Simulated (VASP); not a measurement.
A run of VASP 6.6.1 is set up as follows.

Contents of INCAR:

```
SYSTEM = CuI2
ALGO = Normal
EDIFF = 1E-7
ENCUT = 520
GGA = PE
ISIF = 2
ISMEAR = 0
ISPIN = 2
LASPH = .TRUE.
LCHARG = .FALSE.
LMAXMIX = 4
LORBIT = 11
LREAL = .FALSE.
LWAVE = .FALSE.
MAGMOM = 0.15 0 0
NBANDS = 24
NELM = 150
PREC = Accurate
SIGMA = 0.05
```

File KPOINTS:

```
k-points
0
G
  10 10 6
  0 0 0
```

Contents of POSCAR:

```
CuI2
1.0
    3.9381874456      0.0000000000      0.0000000000
   -1.9690937228      3.4105703727      0.0000000000
    0.0000000000      0.0000000000      7.6389899943
Cu I
1 2
Direct
    0.0000000000      0.0000000000      0.0000000000
    0.3333333333      0.6666666667      0.2097196765
    0.6666666667      0.3333333333      0.7902803235
```

Potentials or basis: VASP PAW PBE potentials, release 64 (Cu, I).

The run is started by

```console
$ cat potpaw_PBE.64/Cu/POTCAR potpaw_PBE.64/I/POTCAR > POTCAR
$ mpirun -np 1 vasp_std > vasp.out
```

(1) What does it give for the net moment?

(2) What does it give for the pressure?

Results:

(1) 0.34 μB per cell.

(2) 0.0 GPa.

Caveat: a moment this small can come from the mesh or the smearing; this functional lacks dispersion, which binds layers or chains, so the pressure and a relaxed spacing across them are unreliable.
